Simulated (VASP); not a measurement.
# C (Cmme) in VASP: notebook

The runs below take C through single point, with LDA.

Program: VASP 6.6.1. These are calculated values, not measurements. Logs are shortened: lines on timing, memory, paths and dates and some standing lists are left out, and cuts for length are marked.

### 1 The cell of the first run

The structure is orthorhombic, space group Cmme (No. 67). The conventional cell has a = 2.431 Å, b = 4.211 Å, c = 7.101 Å, α = 90.00°, β = 90.00°, γ = 90.00°. Within 1.9 Å of C (site symmetry m) lie 3 C at 1.40 Å.

### 2 Single point, LDA

Input file INCAR:

```
SYSTEM = C
PREC     = Accurate       ! precision mode
ENCUT    = 520            ! plane-wave cutoff, eV
EDIFF    = 1E-7           ! SCF threshold, eV
ISMEAR   = -1             ! smearing method
SIGMA    = 0.02           ! smearing width, eV
LREAL    = .FALSE.        ! projectors in reciprocal space
LASPH    = .TRUE.         ! aspherical terms in the spheres
NELM     = 60             ! most SCF steps
ALGO     = Normal         ! electronic algorithm
ISIF     = 2              ! what is computed and relaxed
LWAVE    = .FALSE.        ! write WAVECAR
LCHARG   = .FALSE.        ! write CHGCAR
NBANDS   = 16             ! bands
```

Input file KPOINTS:

```
Automatic mesh
0
G
  15 15 5
  0 0 0
```

Input file POSCAR:

```
C
1.0
    1.2156425969     -2.1055748780      0.0000000000
    1.2156425969      2.1055748780      0.0000000000
    0.0000000000      0.0000000000      7.1008055557
C
4
Direct
    0.9166205400      0.0833794600      0.7531376000
    0.4166205400      0.5833794600      0.2468624000
    0.0833794600      0.9166205400      0.2468624000
    0.5833794600      0.4166205400      0.7531376000
```

Potentials or basis: VASP PAW LDA potentials, release 64 (C).

Started as:

```
> cat potpaw_LDA.64/C/POTCAR > POTCAR
> mpirun -np 1 vasp_std > vasp.out
```

OUTCAR:

```text
SYSTEM = C
   PREC = Accurate
   ENCUT = 520
   EDIFF = 1E-7
   ISMEAR = -1
   LREAL = .FALSE.
   LASPH = .TRUE.
   NELM = 60
   ISIF = 2

 ion  position               nearest neighbor table
   1  0.917  0.083  0.753-   4 1.40   4 1.40   4 1.40
   2  0.417  0.583  0.247-   3 1.40   3 1.40   3 1.40
   3  0.083  0.917  0.247-   2 1.40   2 1.40   2 1.40
   4  0.583  0.417  0.753-   1 1.40   1 1.40   1 1.40

  LATTYP: Found a hexagonal cell.
 ALAT       =     2.4313026324
 C/A-ratio  =     2.9205765918

  Lattice vectors:

 A1 = (   1.2156425969,  -2.1055748780,   0.0000000000)
 A2 = (   1.2156425969,   2.1055748780,   0.0000000000)
 A3 = (   0.0000000000,   0.0000000000,   7.1008055557)

Analysis of symmetry for initial positions (statically):
=====================================================================
 Subroutine PRICEL returns:
 Original cell was already a primitive cell.

 Routine SETGRP: Setting up the symmetry group for a
 hexagonal supercell.

 Subroutine GETGRP returns: Found  8 space group operations
 (whereof  4 operations were pure point group operations)
 out of a pool of 24 trial point group operations.

The static configuration has the point symmetry C_2h.
 The point group associated with its full space group is D_2h.

Analysis of symmetry for dynamics (positions and initial velocities):
=====================================================================
 Subroutine PRICEL returns:
 Original cell was already a primitive cell.

 Routine SETGRP: Setting up the symmetry group for a
 hexagonal supercell.

 Subroutine GETGRP returns: Found  8 space group operations
 (whereof  4 operations were pure point group operations)
 out of a pool of 24 trial point group operations.

The dynamic configuration has the point symmetry C_2h.
 The point group associated with its full space group is D_2h.

 Subroutine INISYM returns: Found  8 space group operations
 (whereof  4 operations are pure point group operations),
 and found     1 'primitive' translations

----------------------------------------------------------------------------------------

                                     Primitive cell

  volume of cell :      36.3508

  direct lattice vectors                    reciprocal lattice vectors
     1.215642597 -2.105574878  0.000000000     0.411305100 -0.237464839  0.000000000
     1.215642597  2.105574878  0.000000000     0.411305100  0.237464839  0.000000000
     0.000000000  0.000000000  7.100805556     0.000000000  0.000000000  0.140829092

  length of vectors
     2.431302632  2.431302632  7.100805556     0.474933085  0.474933085  0.140829092

  position of ions in fractional coordinates (direct lattice)
     0.916620540  0.083379460  0.753137600
     0.416620540  0.583379460  0.246862400
     0.083379460  0.916620540  0.246862400
     0.583379460  0.416620540  0.753137600

  ion indices of the primitive-cell ions
   primitive index   ion index
                 1           1
                 2           2
                 3           3
                 4           4

----------------------------------------------------------------------------------------

 KPOINTS: Automatic mesh

Automatic generation of k-mesh.
 Grid dimensions read from file:
 generate k-points for:   15   15    5

 Generating k-lattice:

  Cartesian coordinates                     Fractional coordinates (reciprocal lattice)
     0.027420340 -0.015830989  0.000000000     0.066666667  0.000000000  0.000000000
     0.027420340  0.015830989  0.000000000     0.000000000  0.066666667  0.000000000
     0.000000000  0.000000000  0.028165818     0.000000000  0.000000000  0.200000000

  Length of vectors
     0.031662206  0.031662206  0.028165818

  Shift w.r.t. Gamma in fractional coordinates (k-lattice)
     0.000000000  0.000000000  0.000000000

 Subroutine IBZKPT returns following result:
 ===========================================

 Found    192 irreducible k-points:

 Following reciprocal coordinates:
            Coordinates               Weight
  0.000000  0.000000  0.000000      1.000000
  0.066667  0.000000  0.000000      4.000000
 -0.066667  0.066667  0.000000      2.000000
  0.133333  0.000000  0.000000      4.000000
 -0.133333  0.133333  0.000000      2.000000
  0.200000  0.000000  0.000000      4.000000
[... 16 lines left out ...]
 -0.266667  0.200000  0.000000      4.000000
  0.266667  0.066667  0.000000      4.000000
 [... further k-points ...]
   k-points           NKPTS =    192   k-points in BZ     NKDIM =    192   number of bands    NBANDS=     16
   number of dos      NEDOS =    301   number of ions     NIONS =      4
   total plane-waves  NPLWV =  17496
   dimension x,y,z NGX =    18 NGY =   18 NGZ =   54
   dimension x,y,z NGXF=    36 NGYF=   36 NGZF=  108
   ions per type =               4
   NGX,Y,Z   is equivalent  to a cutoff of  12.31, 12.31, 12.64 a.u.
   NGXF,Y,Z  is equivalent  to a cutoff of  24.62, 24.62, 25.29 a.u.
 SYSTEM =  C
   PREC   = accura    normal or accurate (medium, high low for compatibility)
   ISTART =      0    job   : 0-new  1-cont  2-samecut
   ICHARG =      2    charge: 1-file 2-atom 10-const
   ISPIN  =      1    spin polarized calculation?
   LNONCOLLINEAR =      F non collinear calculations
   LSORBIT =      F    spin-orbit coupling
   LASPH  =      T    aspherical Exc in radial PAW
   ENCUT  =  520.0 eV  38.22 Ry    6.18 a.u.   4.52  4.52 13.20*2*pi/ulx,y,z
   NELM   =     60;   NELMIN=  2; NELMDL= -5     # of ELM steps
   EDIFF  = 0.1E-06   stopping-criterion for ELM
   LREAL  =      F    real-space projection
   EDIFFG = 0.1E-05   stopping-criterion for IOM
   NSW    =      0    number of steps for IOM
   IBRION =     -1    ionic relax: 0-MD 1-quasi-New 2-CG
   NFREE  =      0    steps in history (QN), initial steepest desc. (CG)
   ISIF   =      2    stress and relaxation
   ISYM   =      2    0-nonsym 1-usesym 2-fastsym
   POTIM  = 0.5000    time-step for ionic-motion
   TEBEG  =    0.0;   TEEND  =   0.0 temperature during run
   PSTRESS=    0.0 pullay stress
   NELECT =      16.0000    total number of electrons
   NUPDOWN=      -1.0000    fix difference up-down
   EMIN   =  10.00;   EMAX   =-10.00  energy-range for DOS
   EFERMI =   0.00;   METHOD = LEGACY
   ISMEAR =    -1;   SIGMA  =   0.02  broadening in eV -4-tet -1-fermi 0-gaus
   EFERMI_NEDOS =   21; number of points for ismear=-14 and -15
   IALGO  =     38    algorithm
   IMIX   =      4    mixing-type and parameters
     AMIX     =   0.40;   BMIX     =  1.00
     AMIX_MAG =   1.60;   BMIX_MAG =  1.00
  volume/ion in A,a.u.               =       9.09        61.33
  Fermi-wavevector in a.u.,A,eV,Ry     =   1.245308  2.353291 21.099804  1.550792
  Thomas-Fermi vector in A             =   2.379536
   LORBIT       =      0    0 simple, 1 ext, 2 COOP (PROOUT), +10 PAW based schemes
   GGA     = CA    functional components
   LHFCALC =     F    Hartree Fock is set to
   AEXX    =    0.0000 exact exchange contribution
   IVDW    =     0    specifies the selected vdW correction
   LEPSILON=     F    determine dielectric tensor
   LRPA    =     F    only Hartree local field effects (RPA)
 non-spin polarized calculation
  energy-cutoff  :      520.00
  volume of cell :       36.35
 maximum number of plane-waves:       997
 NGX is ok and might be reduce to    18
   NGX =  9   NGY =  9   NGZ = 27

 number of electron      15.9999998 magnetization

 Free energy of the ion-electron system (eV)
  ---------------------------------------------------
  ext. energy  EPLUGINS =         0.00000000
  ---------------------------------------------------
  free energy    TOTEN  =       -40.41912182 eV

  energy without entropy =      -40.41904476  energy(sigma->0) =      -40.41908329

 E-fermi :   4.3026     XC(G=0): -10.4641

 val. band max:        4.2510630361   @ k =   0.3333   0.3333   0.4000
 cond. band min:       4.3544317875   @ k =   0.3333   0.3333   0.4000
 fundamental gap:      0.1033687515
 Fermi energy:         4.3026002633

 k-point     1 :       0.0000    0.0000    0.0000
  band No.  band energies     occupation
      1     -15.4095      2.00000
      2     -15.2068      2.00000
      3      -4.3339      2.00000
      4      -2.8135      2.00000
      5       1.3015      2.00000
      6       1.3078      2.00000
[... 8 lines left out ...]
     15      16.1292      0.00000
     16      16.2159      0.00000

 k-point     2 :       0.0667    0.0000    0.0000
  band No.  band energies     occupation
      1     -15.3017      2.00000
      2     -15.1005      2.00000
      3      -4.2009      2.00000
      4      -2.6872      2.00000
      5       0.8852      2.00000
      6       0.9021      2.00000
[... 8 lines left out ...]
     15      15.7314      0.00000
     16      15.8544      0.00000

 k-point     3 :      -0.0667    0.0667    0.0000
  band No.  band energies     occupation
      1     -15.3017      2.00000
      2     -15.1005      2.00000
      3      -4.2011      2.00000
      4      -2.6870      2.00000
      5       0.8791      2.00000
      6       0.8909      2.00000
[... 8 lines left out ...]
     15      15.7671      0.00000
     16      15.8178      0.00000

 k-point     4 :       0.1333    0.0000    0.0000
  band No.  band energies     occupation
      1     -14.9793      2.00000
      2     -14.7825      2.00000
      3      -3.8037      2.00000
      4      -2.3111      2.00000
      5      -0.2440      2.00000
      6      -0.2139      2.00000
[... 8 lines left out ...]
     15      14.6305      0.00000
     16      14.8558      0.00000

 k-point     5 :      -0.1333    0.1333    0.0000
  band No.  band energies     occupation
      1     -14.9793      2.00000
      2     -14.7826      2.00000
      3      -3.8044      2.00000
      4      -2.3099      2.00000
      5      -0.2491      2.00000
      6      -0.2234      2.00000
[... 8 lines left out ...]
     15      14.7174      0.00000
     16      14.7647      0.00000

 k-point     6 :       0.2000    0.0000    0.0000
  band No.  band energies     occupation
      1     -14.4444      2.00000
      2     -14.2549      2.00000
      3      -3.1479      2.00000
      4      -1.8025      2.00000
      5      -1.7559      2.00000
      6      -1.6934      2.00000
[... 8 lines left out ...]
     15      16.4915      0.00000
     16      16.4923      0.00000
[... 267 lines left out ...]
 k-point    21 :       0.2000    0.0667    0.0000
  band No.  band energies     occupation
      1     -14.0188      2.00000
      2     -13.8351      2.00000
      3      -2.6848      2.00000
      4      -2.6289      2.00000
      5      -2.6277      2.00000
      6      -1.2086      2.00000
[... 8 lines left out ...]
     15      17.0647      0.00000
     16      17.0863      0.00000

 k-point    22 :      -0.0667    0.2667    0.0000
  band No.  band energies     occupation
      1     -14.0189      2.00000
      2     -13.8352      2.00000
      3      -2.6826      2.00000
      4      -2.6337      2.00000
      5      -2.6300      2.00000
      6      -1.2067      2.00000
[... 8 lines left out ...]
     15      16.9966      0.00000
     16      17.1414      0.00000

 k-point    23 :      -0.2667    0.2000    0.0000
  band No.  band energies     occupation
      1     -14.0191      2.00000
      2     -13.8352      2.00000
      3      -2.6865      2.00000
      4      -2.6382      2.00000
      5      -2.6326      2.00000
      6      -1.2025      2.00000
[... 8 lines left out ...]
     15      17.0608      0.00000
     16      17.0692      0.00000

 k-point    24 :       0.2667    0.0667    0.0000
  band No.  band energies     occupation
      1     -13.1747      2.00000
      2     -13.0022      2.00000
      3      -4.4291      2.00000
      4      -4.3548      2.00000
      5      -1.6134      2.00000
      6      -1.6056      2.00000
[... 8 lines left out ...]
     15      18.6675      0.00000
     16      19.0908      0.00000

 [... further k-points ...]
[... 5 lines left out ...]
  --------------------------------------------------------------------------------------
  -------------------------------------------------------------------------------------
  Total        1.9101516      1.8685026     -0.2835392      0.0000000     -0.0000000      0.0000000
  in kB       84.1907154     82.3550213    -12.4971071      0.0000000     -0.0000000      0.0000000
  external PRESSURE =      51.3495432 kB  Pullay stress =       0.0000000 kB

 VOLUME and BASIS-vectors are now :
 -----------------------------------------------------------------------------
  energy-cutoff  :      520.00
  volume of cell :       36.35
      direct lattice vectors                 reciprocal lattice vectors
     1.215642597 -2.105574878  0.000000000     0.411305100 -0.237464839  0.000000000
     1.215642597  2.105574878  0.000000000     0.411305100  0.237464839  0.000000000
     0.000000000  0.000000000  7.100805556     0.000000000  0.000000000  0.140829092

 POSITION                                       TOTAL-FORCE (eV/Angst)
 -----------------------------------------------------------------------------------
      1.21564     -1.75445      5.34788         0.000000     -0.028598     -0.003215
      1.21564      0.35112      1.75292         0.000000     -0.028598      0.003215
      1.21564      1.75445      1.75292         0.000000      0.028598      0.003215
      1.21564     -0.35112      5.34788         0.000000      0.028598     -0.003215
 -----------------------------------------------------------------------------------
    total drift:                                0.000000     -0.000000      0.000000

  FREE ENERGIE OF THE ION-ELECTRON SYSTEM (eV)
  ---------------------------------------------------
  free  energy   TOTEN  =       -40.4191218240 eV

  energy  without entropy=      -40.4190447555  energy(sigma->0) =      -40.41908329
```

Wall time 62 s (1 thread of Intel Xeon Platinum 8375C at 2.90GHz (Ice Lake), shared host); peak memory 0.18 GiB.

Results:

- Free energy: -40.4191 eV
- Pressure: 5.1 GPa
- Largest force: 0.029 eV/Å
- Band gap on the k mesh: 0.10 eV

Forces in eV/Å, atoms in the order of the input:
```
C    0.000 -0.029 -0.003
C    0.000 -0.029  0.003
C    0.000  0.029  0.003
C    0.000  0.029 -0.003
```

Levels at points of the mesh, in eV from the valence-band top:
```tsv
k point	band 5	band 6	band 7	band 8	band 9	band 10	band 11	band 12
(0.00, 0.00, 0.00)	-2.95	-2.94	-2.94	-2.92	3.34	8.58	8.62	8.64
```

### 3 Single point, LDA

This run uses another cell than the first one, of 9.37 Å³/atom, 1.031 times its volume.

Input file INCAR:

```
PREC = Accurate ; ENCUT = 520
EDIFF = 1E-6 ; ISMEAR = -1
SIGMA = 0.02 ; LREAL = False
LASPH = True ; NELM = 100
ALGO = Normal ; ISIF = 2
LWAVE = False ; LCHARG = False
NBANDS = 16
```

Input file KPOINTS:

```
Automatic mesh
0
Gamma
  15 15 5
```

Input file POSCAR:

```
C
1.0
    1.2280479700     -2.1270618200      0.0000000000
    1.2280479700      2.1270618200      0.0000000000
    0.0000000000      0.0000000000      7.1732677600
C
4
Direct
    0.9166205400      0.0833794600      0.7531376000
    0.4166205400      0.5833794600      0.2468624000
    0.0833794600      0.9166205400      0.2468624000
    0.5833794600      0.4166205400      0.7531376000
```

Potentials or basis: VASP PAW LDA potentials, release 64 (C).

Started as:

```
> cat potpaw_LDA.64/C/POTCAR > POTCAR
> mpirun -np 1 vasp_std > vasp.out
```

Run time: 61 s. Hardware: 1 thread of Intel Xeon Platinum 8375C at 2.90GHz (Ice Lake), shared host; peak memory 0.19 GiB.

It converged, with:

```yaml
Free_energy: -40.4265 eV
Pressure: -3.2 GPa
Largest_force: 0.027 eV/Å
Band_gap_on_the_k_mesh: 0.10 eV
```

Forces on the atoms (eV/Å):
```
C    0.000 -0.027 -0.002
C    0.000 -0.027  0.002
C    0.000  0.027  0.002
C    0.000  0.027 -0.002
```

Stress tensor (GPa, compression positive):
```
-4.05  0.00  0.00
 0.00 -4.23  0.00
 0.00  0.00 -1.29
```

Levels at points of the mesh, in eV from the valence-band top:
| k point | band 5 | band 6 | band 7 | band 8 | band 9 | band 10 | band 11 | band 12 |
| --- | --- | --- | --- | --- | --- | --- | --- | --- |
| (0.00, 0.00, 0.00) | -2.97 | -2.96 | -2.96 | -2.94 | 3.39 | 8.37 | 8.41 | 8.43 |

### 4 Single point, LDA

This run uses another cell than the first one, of 9.65 Å³/atom, 1.062 times its volume.

Input file INCAR:

```
  PREC = Accurate
  ENCUT = 520
  EDIFF = 1E-6
  ISMEAR = -1
  SIGMA = 0.02
  LREAL = F
  LASPH = T
  NELM = 60
  ALGO = Normal
  ISIF = 2
  LWAVE = F
  LCHARG = F
  NBANDS = 16
```

KPOINTS is that of step 3.

Input file POSCAR:

```
C
1.0
    1.2402076516     -2.1481232077      0.0000000000
    1.2402076516      2.1481232077      0.0000000000
    0.0000000000      0.0000000000      7.2442948323
C
4
Direct
    0.9166205400      0.0833794600      0.7531376000
    0.4166205400      0.5833794600      0.2468624000
    0.0833794600      0.9166205400      0.2468624000
    0.5833794600      0.4166205400      0.7531376000
```

Started as:

```
> cat potpaw_LDA.64/C/POTCAR > POTCAR
> mpirun -np 1 vasp_std > vasp.out
```

It took 60 s on 1 thread of Intel Xeon Platinum 8375C at 2.90GHz (Ice Lake), shared host; peak memory 0.19 GiB.

Results (log left out):

- Free energy: -40.3792 eV
- Pressure: -10.5 GPa
- Largest force: 0.025 eV/Å
- Band gap on the k mesh: 0.09 eV

Forces on the atoms (eV/Å):
```
C    0.000 -0.025 -0.002
C    0.000 -0.025  0.002
C    0.000  0.025  0.002
C    0.000  0.025 -0.002
```

Stress tensor (GPa, compression positive):
```
-14.93   0.00   0.00
  0.00 -15.11   0.00
  0.00   0.00  -1.32
```

Levels at points of the mesh, in eV from the valence-band top:
```tsv
k point	band 5	band 6	band 7	band 8	band 9	band 10	band 11	band 12
(0.00, 0.00, 0.00)	-2.98	-2.98	-2.97	-2.96	3.44	8.18	8.21	8.23
```

### 5 Summary

```csv
cell,gap on the mesh (eV),pressure (GPa),largest force (eV/Å)
"a = 2.431, b = 2.431, c = 7.101 Å, angles 90.0, 90.0, 120.0°, 4 atoms",0.10,5.1,0.03
"a = 2.456, b = 2.456, c = 7.173 Å, angles 90.0, 90.0, 120.0°, 4 atoms",0.10,-3.2,0.03
"a = 2.480, b = 2.480, c = 7.244 Å, angles 90.0, 90.0, 120.0°, 4 atoms",0.09,-10.5,0.03
```

Alike in all rows: task single point; level LDA; potentials or basis VASP PAW LDA potentials, release 64 (C); no spin polarisation; k mesh 15 × 15 × 5; cutoff (eV) 520; smearing fermi-dirac 0.02 eV.

Absolute energies hang on the potentials; compare differences alone.
